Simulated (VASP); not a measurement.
A run of VASP 6.6.1 is set up as follows.

The input POSCAR:

```
MnO
1.0
    0.0000000000      2.2220003300      2.2220003300
    2.2220003300      0.0000000000      2.2220003300
    2.2220003300      2.2220003300      0.0000000000
Mn O
1 1
Direct
    0.0000000000      0.0000000000      0.0000000000
    0.5000000000      0.5000000000      0.5000000000
```

File INCAR.step1:

```
SYSTEM = MnO
  PREC = Accurate
  ENCUT = 660
  ISMEAR = 0
  SIGMA = 0.05
  LREAL = .False.
  LASPH = .True.
  NELM = 200
  ISPIN = 2
  MAGMOM = 4.71 0.26
  LMAXMIX = 4
  LDAU = .True.
  LDAUTYPE = 1
  LDAUL = 2 -1
  LDAUU = 2 0
  LDAUJ = 0.9 0
  NBANDS = 20
  GGA = PE
  ALGO = Normal
  EDIFF = 1E-5
  LWAVE = .True.
  LCHARG = .False.
  GGA_COMPAT = .False.
```

The input INCAR.step2:

```
SYSTEM = MnO
  PREC = Accurate
  ENCUT = 660
  EDIFF = 1E-6
  ISMEAR = 0
  SIGMA = 0.05
  LREAL = .False.
  LASPH = .True.
  NELM = 200
  ALGO = Normal
  ISIF = 2
  LWAVE = .False.
  LCHARG = .False.
  ISPIN = 2
  MAGMOM = 4.71 0.26
  LORBIT = 11
  LMAXMIX = 4
  LDAU = .True.
  LDAUTYPE = 1
  LDAUL = 2 -1
  LDAUU = 2 0
  LDAUJ = 0.9 0
  LDAUPRINT = 1
  METAGGA = R2SCAN
  LMIXTAU = .True.
  NBANDS = 20
  ISTART = 1
  GGA_COMPAT = .False.
```

Contents of KPOINTS:

```
Automatic mesh
0
Gamma
  7 7 7
  0 0 0
```

Potentials or basis: VASP PAW PBE potentials, release 64 (Mn_pv, O).

Launch:

```sh
$ cat potpaw_PBE.64/Mn_pv/POTCAR potpaw_PBE.64/O/POTCAR > POTCAR
$ cp INCAR.step1 INCAR
$ mpirun -np 1 vasp_std > vasp.out
$ cp INCAR.step2 INCAR
$ mpirun -np 1 vasp_std > vasp.out
```

(1) Estimate the net moment.

(2) Estimate the band gap on the k mesh.

(3) Predict the pressure.

## Answers

(1) 5.00 μB per cell.

(2) 0.30 eV, indirect (least direct gap 3.05 eV).

(3) 1.3 GPa.

Caveat: the PAW data sets were made with another functional, which shifts forces and pressure a little; a cell with one magnetic atom can't hold antiferromagnetic order, which such compounds often take.
